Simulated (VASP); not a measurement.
# Os (P6_3/mmc) in VASP: notebook

Os is run at these levels: PBEsol; tasks: single point.

Everything below comes from runs of VASP 6.6.1. Logs are shortened: lines on timing, memory, paths and dates and some standing lists are left out, and cuts for length are marked.

## (1) The cell of the first run

Symmetry: P6_3/mmc, No. 194, hexagonal system. The conventional cell has a = 2.734 Å, b = 2.734 Å, c = 4.886 Å, α = 90.00°, β = 90.00°, γ = 120.00°. Os (site symmetry -6m2) has 12 Os at 2.73 to 2.91 Å within 3.6 Å.

## (2) Single point, PBEsol (strain +0.1312 x Voigt [0, 0, 1, 0, 0, 0])

INCAR

```
PREC = Accurate
ENCUT = 520
EDIFF = 1E-6
ISMEAR = 0
SIGMA = 0.15
LREAL = F
LASPH = T
NELM = 60
ALGO = Normal
ISIF = 2
LWAVE = F
LCHARG = F
GGA = PS
NBANDS = 15
```

KPOINTS

```
Automatic mesh
0
Gamma
  18 18 12
```

POSCAR

```
Os
1.0
    2.7340999755      0.0000000000      0.0000000000
   -1.3670499878      2.3678000353      0.0000000000
    0.0000000000      0.0000000000      4.8864446400
Os
2
Direct
    0.3333333333      0.6666666667      0.2500000000
    0.6666666667      0.3333333333      0.7500000000
```

Potentials or basis: VASP PAW PBE potentials, release 64 (Os).

The run is started by

```console
$ cat potpaw_PBE.64/Os/POTCAR > POTCAR
$ mpirun -np 1 vasp_std > vasp.out
```

OUTCAR:

```text
PREC = Accurate
   ENCUT = 520
   EDIFF = 1E-6
   ISMEAR = 0
   LREAL = F
   LASPH = T
   NELM = 60
   ISIF = 2
   GGA = PS

 ion  position               nearest neighbor table
   1  0.333  0.667  0.250-   2 2.91   2 2.91   2 2.91   2 2.91   2 2.91   2 2.91
   2  0.667  0.333  0.750-   1 2.91   1 2.91   1 2.91   1 2.91   1 2.91   1 2.91

  LATTYP: Found a hexagonal cell.
 ALAT       =     2.7340999755
 C/A-ratio  =     1.7872223707

  Lattice vectors:

 A1 = (   2.7340999755,   0.0000000000,   0.0000000000)
 A2 = (  -1.3670499878,   2.3678000353,   0.0000000000)
 A3 = (   0.0000000000,   0.0000000000,   4.8864446400)

Analysis of symmetry for initial positions (statically):
=====================================================================
 Subroutine PRICEL returns:
 Original cell was already a primitive cell.

 Routine SETGRP: Setting up the symmetry group for a
 hexagonal supercell.

 Subroutine GETGRP returns: Found 24 space group operations
 (whereof 12 operations were pure point group operations)
 out of a pool of 24 trial point group operations.

The static configuration has the point symmetry D_3d.
 The point group associated with its full space group is D_6h.

Analysis of symmetry for dynamics (positions and initial velocities):
=====================================================================
 Subroutine PRICEL returns:
 Original cell was already a primitive cell.

 Routine SETGRP: Setting up the symmetry group for a
 hexagonal supercell.

 Subroutine GETGRP returns: Found 24 space group operations
 (whereof 12 operations were pure point group operations)
 out of a pool of 24 trial point group operations.

The dynamic configuration has the point symmetry D_3d.
 The point group associated with its full space group is D_6h.

 Subroutine INISYM returns: Found 24 space group operations
 (whereof 12 operations are pure point group operations),
 and found     1 'primitive' translations

----------------------------------------------------------------------------------------

                                     Primitive cell

  volume of cell :      31.6339

  direct lattice vectors                    reciprocal lattice vectors
     2.734099975  0.000000000  0.000000000     0.365751073  0.211166481  0.000000000
    -1.367049988  2.367800035  0.000000000     0.000000000  0.422332961  0.000000000
     0.000000000  0.000000000  4.886444640     0.000000000  0.000000000  0.204647770

  length of vectors
     2.734099975  2.734099976  4.886444640     0.422332961  0.422332961  0.204647770

  position of ions in fractional coordinates (direct lattice)
     0.333333333  0.666666667  0.250000000
     0.666666667  0.333333333  0.750000000

  ion indices of the primitive-cell ions
   primitive index   ion index
                 1           1
                 2           2

----------------------------------------------------------------------------------------

 KPOINTS: Automatic mesh

Automatic generation of k-mesh.
 Grid dimensions read from file:
 generate k-points for:   18   18   12

 Generating k-lattice:

  Cartesian coordinates                     Fractional coordinates (reciprocal lattice)
     0.020319504  0.011731471  0.000000000     0.055555556  0.000000000  0.000000000
     0.000000000  0.023462942  0.000000000     0.000000000  0.055555556  0.000000000
     0.000000000  0.000000000  0.017053981     0.000000000  0.000000000  0.083333333

  Length of vectors
     0.023462942  0.023462942  0.017053981

  Shift w.r.t. Gamma in fractional coordinates (k-lattice)
     0.000000000  0.000000000  0.000000000

 Subroutine IBZKPT returns following result:
 ===========================================

 Found    259 irreducible k-points:

 Following reciprocal coordinates:
            Coordinates               Weight
  0.000000  0.000000  0.000000      1.000000
  0.055556  0.000000  0.000000      6.000000
  0.111111  0.000000  0.000000      6.000000
  0.166667  0.000000  0.000000      6.000000
  0.222222 -0.000000  0.000000      6.000000
  0.277778  0.000000  0.000000      6.000000
[... 16 lines left out ...]
  0.333333  0.111111  0.000000     12.000000
  0.388889  0.111111  0.000000     12.000000
 [... further k-points ...]
   k-points           NKPTS =    259   k-points in BZ     NKDIM =    259   number of bands    NBANDS=     15
   number of dos      NEDOS =    301   number of ions     NIONS =      2
   total plane-waves  NPLWV =  14400
   dimension x,y,z NGX =    20 NGY =   20 NGZ =   36
   dimension x,y,z NGXF=    40 NGYF=   40 NGZF=   72
   ions per type =               2
   NGX,Y,Z   is equivalent  to a cutoff of  12.16, 12.16, 12.25 a.u.
   NGXF,Y,Z  is equivalent  to a cutoff of  24.32, 24.32, 24.50 a.u.
 SYSTEM =  unknown system
   PREC   = accura    normal or accurate (medium, high low for compatibility)
   ISTART =      0    job   : 0-new  1-cont  2-samecut
   ICHARG =      2    charge: 1-file 2-atom 10-const
   ISPIN  =      1    spin polarized calculation?
   LNONCOLLINEAR =      F non collinear calculations
   LSORBIT =      F    spin-orbit coupling
   LASPH  =      T    aspherical Exc in radial PAW
   ENCUT  =  520.0 eV  38.22 Ry    6.18 a.u.   5.08  5.08  9.09*2*pi/ulx,y,z
   NELM   =     60;   NELMIN=  2; NELMDL= -5     # of ELM steps
   EDIFF  = 0.1E-05   stopping-criterion for ELM
   LREAL  =      F    real-space projection
   EDIFFG = 0.1E-04   stopping-criterion for IOM
   NSW    =      0    number of steps for IOM
   IBRION =     -1    ionic relax: 0-MD 1-quasi-New 2-CG
   NFREE  =      0    steps in history (QN), initial steepest desc. (CG)
   ISIF   =      2    stress and relaxation
   ISYM   =      2    0-nonsym 1-usesym 2-fastsym
   POTIM  = 0.5000    time-step for ionic-motion
   TEBEG  =    0.0;   TEEND  =   0.0 temperature during run
   PSTRESS=    0.0 pullay stress
   NELECT =      16.0000    total number of electrons
   NUPDOWN=      -1.0000    fix difference up-down
   EMIN   =  10.00;   EMAX   =-10.00  energy-range for DOS
   EFERMI =   0.00;   METHOD = LEGACY
   ISMEAR =     0;   SIGMA  =   0.15  broadening in eV -4-tet -1-fermi 0-gaus
   EFERMI_NEDOS =   21; number of points for ismear=-14 and -15
   IALGO  =     38    algorithm
   IMIX   =      4    mixing-type and parameters
     AMIX     =   0.40;   BMIX     =  1.00
     AMIX_MAG =   1.60;   BMIX_MAG =  1.00
  volume/ion in A,a.u.               =      15.82       106.74
  Fermi-wavevector in a.u.,A,eV,Ry     =   1.304360  2.464882 23.148328  1.701354
  Thomas-Fermi vector in A             =   2.435301
   LORBIT       =      0    0 simple, 1 ext, 2 COOP (PROOUT), +10 PAW based schemes
   GGA     = PS    functional components
   LHFCALC =     F    Hartree Fock is set to
   AEXX    =    0.0000 exact exchange contribution
   IVDW    =     0    specifies the selected vdW correction
   LEPSILON=     F    determine dielectric tensor
   LRPA    =     F    only Hartree local field effects (RPA)
 non-spin polarized calculation
 Gauss-broadening in eV      SIGMA  =   0.15
  energy-cutoff  :      520.00
  volume of cell :       31.63
 maximum number of plane-waves:       870
   NGX = 11   NGY = 11   NGZ = 19

 number of electron      15.9999999 magnetization

 Free energy of the ion-electron system (eV)
  ---------------------------------------------------
  ext. energy  EPLUGINS =         0.00000000
  ---------------------------------------------------
  free energy    TOTEN  =       -23.51136752 eV

  energy without entropy =      -23.49179993  energy(sigma->0) =      -23.50158372

 E-fermi :   7.5681     XC(G=0): -13.4509

 val. band max:        7.5669671639   @ k =   0.2778   0.0000   0.1667
 cond. band min:       7.5694524440   @ k =   0.1111   0.0556   0.3333
 fundamental gap:      0.0024852801
 Fermi energy:         7.5681337617

 k-point     1 :       0.0000    0.0000    0.0000
  band No.  band energies     occupation
      1      -2.3533      2.00000
      2       0.4729      2.00000
      3       4.0422      2.00000
      4       5.1018      2.00000
      5       5.1018      2.00000
      6       5.5304      2.00000
      7       5.5304      2.00000
      8       6.4832      2.00000
      9       7.1857      1.99969
     10       7.1857      1.99969
     11       8.9996      0.00000
     12       8.9996      0.00000
     13      13.6059      0.00000
     14      22.3011      0.00000
     15      22.3138      0.00000

 k-point     2 :       0.0556    0.0000    0.0000
  band No.  band energies     occupation
      1      -2.2307      2.00000
      2       0.5972      2.00000
      3       4.0727      2.00000
      4       5.0419      2.00000
      5       5.2094      2.00000
      6       5.4468      2.00000
      7       5.6345      2.00000
      8       6.1138      2.00000
      9       7.0584      2.00000
     10       7.1096      1.99998
     11       9.0280      0.00000
     12       9.4681      0.00000
     13      13.5854      0.00000
     14      22.5287      0.00000
     15      22.5386      0.00000

 k-point     3 :       0.1111    0.0000    0.0000
  band No.  band energies     occupation
      1      -1.8733      2.00000
      2       0.9494      2.00000
      3       4.1010      2.00000
      4       4.9317      2.00000
      5       5.2590      2.00000
      6       5.3612      2.00000
      7       5.5273      2.00000
      8       5.9415      2.00000
      9       6.7722      2.00000
     10       6.9082      2.00000
     11       9.0927      0.00000
     12      10.4433      0.00000
     13      13.5224      0.00000
     14      23.1170      0.00000
     15      23.1412      0.00000
[... 343 lines left out ...]
 k-point    23 :       0.3333    0.1111    0.0000
  band No.  band energies     occupation
      1       1.5164      2.00000
      2       1.9751      2.00000
      3       2.3777      2.00000
      4       4.3372      2.00000
      5       4.7520      2.00000
      6       5.2342      2.00000
      7       5.5138      2.00000
      8       7.8104      0.02234
      9       8.8935      0.00000
     10       9.2753      0.00000
     11      10.5435      0.00000
     12      14.2782      0.00000
     13      16.1673      0.00000
     14      16.5470      0.00000
     15      19.2994      0.00000

 k-point    24 :       0.3889    0.1111    0.0000
  band No.  band energies     occupation
      1       1.6763      2.00000
      2       1.8113      2.00000
      3       2.1774      2.00000
      4       4.6859      2.00000
      5       4.8144      2.00000
      6       5.2840      2.00000
      7       5.4585      2.00000
      8       8.7436      0.00000
      9       8.8660      0.00000
     10       9.5422      0.00000
     11      11.4853      0.00000
     12      14.3071      0.00000
     13      15.5347      0.00000
     14      17.2775      0.00000
     15      18.1236      0.00000

 [... further k-points ...]
[... 5 lines left out ...]
  --------------------------------------------------------------------------------------
  -------------------------------------------------------------------------------------
  Total       -4.0780069     -4.0780069    -13.5632667      0.0000000      0.0000000      0.0000000
  in kB     -206.5409344   -206.5409344   -686.9458259      0.0000000      0.0000000      0.0000000
  external PRESSURE =    -366.6758982 kB  Pullay stress =       0.0000000 kB

 VOLUME and BASIS-vectors are now :
 -----------------------------------------------------------------------------
  energy-cutoff  :      520.00
  volume of cell :       31.63
      direct lattice vectors                 reciprocal lattice vectors
     2.734099975  0.000000000  0.000000000     0.365751073  0.211166481  0.000000000
    -1.367049988  2.367800035  0.000000000     0.000000000  0.422332961  0.000000000
     0.000000000  0.000000000  4.886444640     0.000000000  0.000000000  0.204647770

 POSITION                                       TOTAL-FORCE (eV/Angst)
 -----------------------------------------------------------------------------------
     -0.00000      1.57853      1.22161         0.000000     -0.000000      0.000000
      1.36705      0.78927      3.66483        -0.000000      0.000000      0.000000
 -----------------------------------------------------------------------------------
    total drift:                               -0.000000      0.000000     -0.000000

  FREE ENERGIE OF THE ION-ELECTRON SYSTEM (eV)
  ---------------------------------------------------
  free  energy   TOTEN  =       -23.5113675169 eV

  energy  without entropy=      -23.4917999304  energy(sigma->0) =      -23.50158372
```

It took 34 s on 1 thread of Intel Xeon 6975P-C (Granite Rapids), shared host; peak memory 0.22 GiB.

Results:

```yaml
Free_energy: -23.5114 eV
Pressure: -36.7 GPa
Band_gap_on_the_k_mesh: zero (band 8 reaches 9.20 eV, above the bottom of band 9 at 6.38 eV)
```

Stress tensor (GPa, compression positive):
```
-20.65   0.00   0.00
  0.00 -20.65   0.00
  0.00   0.00 -68.69
```

Caveat: the cell differs from its parent crystal (strain +0.1312 x Voigt [0, 0, 1, 0, 0, 0]); the PAW data sets were made with another functional, which shifts forces and pressure a little; spin-orbit coupling is left out, which moves the levels of the heavy elements.

## (3) Single point, PBEsol (strain +0.1500 x Voigt [0, 0, 1, 0, 0, 0])

INCAR

```
ALGO = Normal
EDIFF = 1E-7
ENCUT = 520
GGA = PS
ISIF = 2
ISMEAR = 0
LASPH = T
LCHARG = T
LELF = T
LREAL = F
LVHAR = T
LWAVE = F
NBANDS = 15
NELM = 100
PREC = Accurate
SIGMA = 0.15
```

KPOINTS

```
k-points
0
Gamma
  18 18 12
```

POSCAR: that of step 2 with these lines changed.

```diff
@@ -4,3 +4,3 @@
    -1.3670499878      2.3678000353      0.0000000000
-    0.0000000000      0.0000000000      4.8864446400
+    0.0000000000      0.0000000000      4.9676550000
 Os
```

Potentials or basis: VASP PAW PBE potentials, release 64 (Os).

The run is started by

```console
$ cat potpaw_PBE.64/Os/POTCAR > POTCAR
$ mpirun -np 1 vasp_std > vasp.out
```

OUTCAR:

```text
EDIFF = 1E-7
   ENCUT = 520
   GGA = PS
   ISIF = 2
   ISMEAR = 0
   LASPH = T
   LREAL = F
   NELM = 100
   PREC = Accurate

 ion  position               nearest neighbor table
   1  0.333  0.667  0.250-   2 2.94   2 2.94   2 2.94   2 2.94   2 2.94   2 2.94
   2  0.667  0.333  0.750-   1 2.94   1 2.94   1 2.94   1 2.94   1 2.94   1 2.94

  LATTYP: Found a hexagonal cell.
 ALAT       =     2.7340999755
 C/A-ratio  =     1.8169251470

  Lattice vectors:

 A1 = (   2.7340999755,   0.0000000000,   0.0000000000)
 A2 = (  -1.3670499878,   2.3678000353,   0.0000000000)
 A3 = (   0.0000000000,   0.0000000000,   4.9676550000)

Analysis of symmetry for initial positions (statically):
=====================================================================
 Subroutine PRICEL returns:
 Original cell was already a primitive cell.

 Routine SETGRP: Setting up the symmetry group for a
 hexagonal supercell.

 Subroutine GETGRP returns: Found 24 space group operations
 (whereof 12 operations were pure point group operations)
 out of a pool of 24 trial point group operations.
[... 169 lines left out ...]
 fundamental gap:      0.0088605851
 Fermi energy:         7.3517161808

 k-point     1 :       0.0000    0.0000    0.0000
  band No.  band energies     occupation
      1      -2.4323      2.00000
      2       0.3178      2.00000
      3       3.7642      2.00000
      4       4.9473      2.00000
      5       4.9473      2.00000
      6       5.3350      2.00000
      7       5.3350      2.00000
      8       6.1737      2.00000
      9       7.0952      1.98442
     10       7.0952      1.98442
     11       8.7546      0.00000
     12       8.7546      0.00000
     13      13.0118      0.00000
     14      21.7864      0.00000
[... 401 lines left out ...]
      2       1.6974      2.00000
      3       2.0837      2.00000
      4       4.4746      2.00000
      5       4.6708      2.00000
      6       5.2063      2.00000
      7       5.2795      2.00000
      8       8.4795      0.00000
      9       8.5232      0.00000
     10       9.3007      0.00000
     11      11.2711      0.00000
     12      14.0166      0.00000
     13      15.2103      0.00000
     14      16.7834      0.00000
     15      17.9058      0.00000

 [... further k-points ...]
[... 5 lines left out ...]
  --------------------------------------------------------------------------------------
  -------------------------------------------------------------------------------------
  Total       -4.4703021     -4.4703021    -14.3570700      0.0000000      0.0000000      0.0000000
  in kB     -222.7084109   -222.7084109   -715.2626691      0.0000000      0.0000000      0.0000000
  external PRESSURE =    -386.8931636 kB  Pullay stress =       0.0000000 kB

 VOLUME and BASIS-vectors are now :
 -----------------------------------------------------------------------------
  energy-cutoff  :      520.00
  volume of cell :       32.16
      direct lattice vectors                 reciprocal lattice vectors
     2.734099975  0.000000000  0.000000000     0.365751073  0.211166481  0.000000000
    -1.367049988  2.367800035  0.000000000     0.000000000  0.422332961  0.000000000
     0.000000000  0.000000000  4.967655000     0.000000000  0.000000000  0.201302224

 POSITION                                       TOTAL-FORCE (eV/Angst)
 -----------------------------------------------------------------------------------
     -0.00000      1.57853      1.24191        -0.000000      0.000000      0.000000
      1.36705      0.78927      3.72574         0.000000      0.000000      0.000000
 -----------------------------------------------------------------------------------
    total drift:                               -0.000000      0.000000     -0.000000

  FREE ENERGIE OF THE ION-ELECTRON SYSTEM (eV)
  ---------------------------------------------------
  free  energy   TOTEN  =       -23.2812994038 eV

  energy  without entropy=      -23.2588845120  energy(sigma->0) =      -23.27009196
```

OSZICAR:

```text
N       E                     dE             d eps       ncg     rms          rms(c)
DAV:   1     0.927258485973E+02    0.92726E+02   -0.73178E+03  7770   0.100E+03
DAV:   2    -0.199974405495E+02   -0.11272E+03   -0.99088E+02  7987   0.313E+02
DAV:   3    -0.249508273785E+02   -0.49534E+01   -0.46787E+01 10521   0.553E+01
DAV:   4    -0.249979505741E+02   -0.47123E-01   -0.46874E-01  8379   0.574E+00
DAV:   5    -0.249982409221E+02   -0.29035E-03   -0.29033E-03 10493   0.407E-01    0.181E+01
DAV:   6    -0.235810930265E+02    0.14171E+01   -0.15831E+00  9450   0.105E+01    0.692E+00
DAV:   7    -0.232897876466E+02    0.29131E+00   -0.69570E-01 10080   0.680E+00    0.430E-01
DAV:   8    -0.232843927557E+02    0.53949E-02   -0.56691E-03  8015   0.555E-01    0.281E-01
DAV:   9    -0.232813060311E+02    0.30867E-02   -0.13666E-03  9618   0.366E-01    0.485E-02
DAV:  10    -0.232813137895E+02   -0.77585E-05   -0.75065E-05  9849   0.771E-02    0.140E-02
DAV:  11    -0.232813009717E+02    0.12818E-04   -0.29288E-06  9170   0.170E-02    0.175E-03
DAV:  12    -0.232812993941E+02    0.15776E-05   -0.28677E-07  9723   0.609E-03    0.500E-04
DAV:  13    -0.232812994038E+02   -0.97099E-08   -0.75020E-09  5173   0.735E-04
   1 F= -.23281299E+02 E0= -.23270092E+02  d E =-.224149E-01
```

stdout:

```text
POSCAR found type information on POSCAR Os
 POSCAR found :  1 types and       2 ions
 scaLAPACK will be used
 -----------------------------------------------------------------------------
|                                                                             |
|                                                                             |
|     You enforced a specific xc type in the INCAR file but a different       |
|     I HOPE YOU KNOW WHAT YOU ARE DOING!                                     |
|                                                                             |
 -----------------------------------------------------------------------------

 LDA part: xc-table for (Slater+PW92), standard interpolation
 POSCAR, INCAR and KPOINTS ok, starting setup
 FFT: planning ... GRIDC
 FFT: planning ... GRID_SOFT
 FFT: planning ... GRID
 WAVECAR not read
 entering main loop
```

It took 39 s on 1 thread of Intel Xeon 6975P-C (Granite Rapids), shared host; peak memory 0.23 GiB.

Results:

| Property | Result |
| --- | --- |
| Free energy | -23.2813 eV |
| Pressure | -38.7 GPa |
| Band gap on the k mesh | zero (band 8 reaches 8.88 eV, above the bottom of band 9 at 6.24 eV) |

Caveat: the cell differs from its parent crystal (strain +0.1500 x Voigt [0, 0, 1, 0, 0, 0]); the PAW data sets were made with another functional, which shifts forces and pressure a little; spin-orbit coupling is left out, which moves the levels of the heavy elements.
